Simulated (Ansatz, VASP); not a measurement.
## One calculation of GaAs, two programs

INCAR

```
SYSTEM = GaAs
AGGAC    = 1.0          
AGGAX    = 1.0          
ALDAC    = 0.0          
ALDAX    = 1.0          
ALGO     = Normal         ! electronic algorithm
EDIFF    = 1E-7           ! SCF threshold, eV
ENCUT    = 520            ! plane-wave cutoff, eV
GGA      = B5             ! functional
ISIF     = 2              ! what is computed and relaxed
ISMEAR   = 0              ! smearing method
IVDW     = 12             ! dispersion correction
LASPH    = .TRUE.         ! aspherical terms in the spheres
LCHARG   = .FALSE.        ! write CHGCAR
LNONCOLLINEAR= .TRUE.         ! non-collinear magnetism
LORBIT   = 11             ! projections on sites
LREAL    = .FALSE.        ! projectors in reciprocal space
LWAVE    = .FALSE.        ! write WAVECAR
MAGMOM   = 0 0 0.5 0 0 0  ! initial moments
NBANDS   = 30             ! bands
NELM     = 150            ! most SCF steps
PREC     = Accurate       ! precision mode
SIGMA    = 0.15           ! smearing width, eV
VDW_A1   = 0.4298       
VDW_A2   = 4.2359       
VDW_S6   = 1.0          
VDW_S8   = 2.6996
```

The input KPOINTS:

```
k-points
0
G
  6 6 6
  0 0 0
```

Contents of POSCAR:

```
GaAs
1.0
    0.0000000000      2.8822925071      2.8822925071
    2.8822925071      0.0000000000      2.8822925071
    2.8822925071      2.8822925071      0.0000000000
As Ga
1 1
Direct
    0.7500000000      0.7500000000      0.7500000000
    0.0000000000      0.0000000000      0.0000000000
```

input.yaml

```yaml
crystal:
  lattice:
    - [0.0, 2.8822925071, 2.8822925071]
    - [2.8822925071, 0.0, 2.8822925071]
    - [2.8822925071, 2.8822925071, 0.0]
  atoms:
    - { symbol: As, position: [0.75, 0.75, 0.75], spin: 0.5, spin_axis: [0.0, 0.0, 1.0] }
    - { symbol: Ga, position: [0.0, 0.0, 0.0] }
kpoints:
  mp_grid: { grid: [6, 6, 6] }
scf:
  occupations: { method: gaussian, width: 0.15 }
hamiltonian:
  xc: blyp
  dispersion: d3bj
  pseudopotentials: { kind: all_electron, lapw: { basis_error: 0.001 } }
magnetization:
  noncollinear: true
output:
  forces: true
  stress: true
  eigenvalues: true
```

Change from the starting cell: volume scaled by 1.06.

Alike in both runs: task single point; functional BLYP; dispersion D3(BJ); k mesh 6 × 6 × 6; occupations gaussian, width 0.15 eV; non-collinear spin.

|  | VASP | Ansatz |
| --- | --- | --- |
| version | VASP 6.6.1 | Ansatz 0.2.0 |
| potentials or method | VASP PAW PBE potentials, release 64 (As, Ga_d), cutoff 520 eV | all-electron LAPW, scalar-relativistic |

```csv
,VASP,Ansatz,Ansatz less VASP
gap on the k mesh at the Fermi level (eV),none,none,-
pressure (GPa),-2.2,-2.4,-0.24
net moment per atom (μB),0.00,0.00,0.000
```

VASP's potentials were made for PBE, not for BLYP. A gap of «none» marks a metal or a gap that the smearing closes. Ansatz ran all-electron here, and VASP with PAW potentials.

Noted on Ansatz's run: the k mesh is thin for a metal, which can move the energy by tens of meV per atom.
